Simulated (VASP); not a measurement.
Crystal: TaN.

```
CELL_PARAMETERS angstrom
0.00000 -2.18744 -2.18744
0.00000 2.18744 -2.18744
4.37489 0.00000 0.00000
ATOMIC_POSITIONS crystal
Ta 0.50000 0.50000 0.97216
Ta 0.00000 0.00000 0.52784
N 0.50000 0.50000 0.44034
N 0.00000 0.00000 0.05966
```

This cell differs from its parent crystal: mode 1 frozen in at -0.261 Å and mode 2 at +0.000 Å (largest displacements).

Base run:

| Item | Value |
| --- | --- |
| Program | VASP 6.6.1 |
| Functional | PBEsol |
| Potentials or basis | VASP PAW PBE potentials, release 64 (Ta_sv_GW, N) |
| Cutoff | 600 eV |
| k mesh | 14 × 14 × 10 |
| Occupations | gaussian, width 0.15 eV |
| Spin | no spin polarisation |

Its results: band gap on the k mesh zero (band 18 reaches 15.08 eV, above the bottom of band 19 at 12.38 eV); pressure 2.9 GPa; largest force 1.890 eV/Å.

The run is repeated on the same cell with these changes: potentials or basis from VASP PAW PBE potentials, release 64 (Ta_sv_GW, N) to VASP PAW PBE potentials, release 64 (Ta_pv, N); cutoff from 600 eV to 520 eV; further incar settings from ALGO = Normal; EDIFF = 1e-06; NBANDS = 26 to ALGO = Normal; EDIFF = 1e-06; NBANDS = 24; valence electrons from 36 to 32. What comes out?

Band gap on the k mesh zero (band 16 reaches 10.75 eV, above the bottom of band 17 at 8.05 eV); pressure 3.8 GPa; largest force 1.900 eV/Å.

Caveats: the PAW data sets were made with another functional, which shifts forces and pressure a little; spin-orbit coupling is left out, which moves the levels of the heavy elements.
